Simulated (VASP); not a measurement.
# B: single point with BLYP

B:

```
B
1.0
     0.00000    2.12289    2.12289
     2.12289    0.00000    2.12289
     2.12289    2.12289    0.00000
B
2
Direct
  0.12500 0.12500 0.12500
  0.87500 0.87500 0.87500
```

This cell differs from its parent crystal: volume scaled by 1.12.

```json
{
  "Program": "VASP 6.6.1",
  "Task": "single point",
  "Functional": "BLYP",
  "Potentials or basis": "VASP PAW PBE potentials, release 64 (B)",
  "Cutoff": "520 eV",
  "k mesh": "15 × 15 × 15",
  "Occupations": "fermi-dirac, width 0.1 eV",
  "Spin": "no spin polarisation"
}
```

The pressure is -15.1 GPa. The band gap on the k mesh is zero (band 3 reaches 6.57 eV, above the bottom of band 4 at 1.00 eV).

Levels at points of the mesh, in eV from the Fermi level:
| k point | band 1 | band 2 | band 3 | band 4 | band 5 | band 6 | band 7 | band 8 |
| --- | --- | --- | --- | --- | --- | --- | --- | --- |
| (0.00, 0.00, 0.00) | -11.75 | 3.46 | 3.46 | 3.46 | 7.51 | 7.51 | 7.51 | 13.74 |

Run time: 20 s on 1 thread of Intel(R) Xeon(R) Platinum 8259CL CPU @ 2.50GHz (Skylake/Cascade Lake), on a shared host, peak memory 0.14 GiB.

Caveat: the PAW data sets were made with another functional, which shifts forces and pressure a little.
